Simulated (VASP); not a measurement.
Set up this calculation in VASP 6.6.1, as the native input.

| Quantity | Value |
| --- | --- |
| Task | single point |
| Functional | PBEsol |
| Potentials or basis | VASP PAW PBE potentials, release 64 (Ti_sv) |
| Cutoff | 520 eV |
| k mesh | 12 × 12 × 14 |
| Occupations | gaussian, width 0.1 eV |
| Spin | no spin polarisation |
| Dipole correction | no |
| Further INCAR settings | ALGO = Fast; EDIFF = 1e-06; NBANDS = 25 |

The structure of Ti lies in POSCAR:

```
Ti
1.0
    4.6095317003      0.0000000000      0.0000000000
   -2.3047658501      3.9919715520      0.0000000000
    0.0000000000      0.0000000000      2.9371178327
Ti
3
Direct
    0.0000000000      0.0000000000      0.0000000000
    0.3333333333      0.6666666667      0.5000000000
    0.6666666667      0.3333333333      0.5000000000
```

This isn't the form of Ti at room conditions, which is hcp.

This cell differs from its parent crystal: strained.

The input as run:

INCAR

```
  PREC = Accurate
  ENCUT = 520
  EDIFF = 1E-6
  ISMEAR = 0
  SIGMA = 0.1
  LREAL = False
  LASPH = True
  NELM = 100
  ALGO = Fast
  ISIF = 2
  LWAVE = False
  LCHARG = False
  GGA = PS
  NBANDS = 25
```

KPOINTS

```
Automatic mesh
0
Gamma
  12 12 14
```

Potentials or basis: VASP PAW PBE potentials, release 64 (Ti_sv).

Launch:

```console
$ cat potpaw_PBE.64/Ti_sv/POTCAR > POTCAR
$ mpirun -np 1 vasp_std > vasp.out
```

It gave:

```yaml
Pressure: -9.5 GPa
Band_gap_on_the_k_mesh: zero (bands 18 and 19 overlap by 0.35 eV)
```

Caveat: the cell differs from its parent crystal (strained); the cell stands under tension; the PAW data sets were made with another functional, which shifts forces and pressure a little.

Run time: 4.6 min on 1 thread of Intel(R) Xeon(R) 6975P-C (Granite Rapids), on a shared host, peak memory 0.28 GiB.
